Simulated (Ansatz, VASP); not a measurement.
**MgO2 in VASP and in Ansatz**

POSCAR

```
MgO2
1.0
    1.4763801347      0.8523884682      3.6337380299
   -1.4763801347      0.8523884682      3.6337380299
    0.0000000000     -1.7047769364      3.6337380299
Mg O
1 2
Direct
    0.0000000000      0.0000000000      0.0000000000
    0.4287860000      0.4287860000      0.4287860000
    0.5712140000      0.5712140000      0.5712140000
```

Contents of INCAR.step1:

```
SYSTEM = MgO2
  PREC = Accurate
  ENCUT = 520
  ISMEAR = 0
  SIGMA = 0.05
  LREAL = .False.
  LASPH = .True.
  NELM = 80
  NBANDS = 14
  GGA = PE
  ALGO = Normal
  EDIFF = 1E-4
  LWAVE = .True.
  LCHARG = .False.
```

File INCAR.step2:

```
SYSTEM = MgO2
  PREC = Accurate
  ENCUT = 520
  EDIFF = 1E-6
  ISMEAR = 0
  SIGMA = 0.05
  LREAL = .False.
  LASPH = .True.
  NELM = 80
  ALGO = Normal
  ISIF = 2
  LWAVE = .False.
  LCHARG = .True.
  METAGGA = R2SCAN
  LMIXTAU = .True.
  LELF = .True.
  LVHAR = .True.
  NBANDS = 14
  ISTART = 1
```

KPOINTS

```
regular mesh
0
Gamma
  12 12 12
  0 0 0
```

Input for Ansatz:

```yaml
crystal:
  lattice:
    - [1.4763801347, 0.8523884682, 3.6337380299]
    - [-1.4763801347, 0.8523884682, 3.6337380299]
    - [0.0, -1.7047769364, 3.6337380299]
  atoms:
    - { symbol: Mg, position: [0.0, 0.0, 0.0] }
    - { symbol: O, position: [0.428786, 0.428786, 0.428786] }
    - { symbol: O, position: [0.571214, 0.571214, 0.571214] }
basis:
  ecutwfc: 500
kpoints:
  mp_grid: { grid: [12, 12, 12] }
hamiltonian:
  xc: r2scan
scf:
  occupations: { method: gaussian, width: 0.05 }
output:
  forces: true
  stress: true
  eigenvalues: true
```

Change from the starting cell: strain -0.080 along x and y, +0.040 along z, atoms carried along.

Alike in both runs: task single point; functional r2SCAN; k mesh 12 × 12 × 12; occupations gaussian, width 0.05 eV; no spin polarisation.

|  | VASP | Ansatz |
| --- | --- | --- |
| version | VASP 6.6.1 | Ansatz 0.2.0 |
| potentials or method | VASP PAW PBE potentials, release 64 (Mg, O), cutoff 520 eV | scalar-relativistic, plane waves, PAW |
| valence electrons in the cell | 14 | 22 |

VASP gave:

* gap on the k mesh at the Fermi level (eV): 1.70
* least direct gap on the mesh (eV): 1.70
* pressure (GPa): 8.2
* traceless stress, the component that is largest in VASP (GPa): -31.56
* rms of the force components (eV/Å): 0.938

Question: What did Ansatz give for the same quantities?

Answer: gap on the k mesh at the Fermi level (eV): 1.72; least direct gap on the mesh (eV): 1.72; pressure (GPa): 8.6; traceless stress, the component that is largest in VASP (GPa): -32.49; rms of the force components (eV/Å): 1.020.

VASP's potentials were made for PBE, not for r2SCAN. Atom by atom the forces differ by 0.082 eV/Å (rms over components). VASP's potentials hold 14 valence electrons a cell and Ansatz's 22, so a difference there can come from the potentials and not from the codes.
